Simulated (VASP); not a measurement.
Runs of VASP 6.6.1 on Sn. The structure is that of space group I4_1/amd (No. 141), or close to it. The cells are those of the table. 

```csv
cell,gap on the mesh (eV),pressure (GPa)
"a = 4.366 Å, angles 97.5, 97.5, 137.8°, 2 atoms",none,0.2
"a = 4.305 Å, angles 97.5, 97.5, 137.8°, 2 atoms",none,(b)
"a = 4.541 Å, angles 97.5, 97.5, 137.8°, 2 atoms",none,-5.2
"a = 4.426 Å, angles 97.5, 97.5, 137.8°, 2 atoms",none,-2.0
"a = 4.484 Å, angles 97.5, 97.5, 137.8°, 2 atoms",none,(a)
```

Alike in all rows: task single point; level LDA; potentials or basis VASP PAW LDA potentials, release 64 (Sn_d); no spin polarisation; k mesh 10 × 10 × 10; cutoff (eV) 520; smearing methfessel-paxton 0.1 eV.

Task: Estimate the missing entries.

Result: (a) -3.8; (b) 3.1.

Caveats: spin-orbit coupling is left out, which moves the levels of the heavy elements; the cell stands under tension (at least some runs); the cell stands under pressure (at least some runs).

A k mesh can miss the band edges, and the runs leave out spin-orbit coupling on Sn.

A gap of «none» marks levels without a gap at the run's occupations.
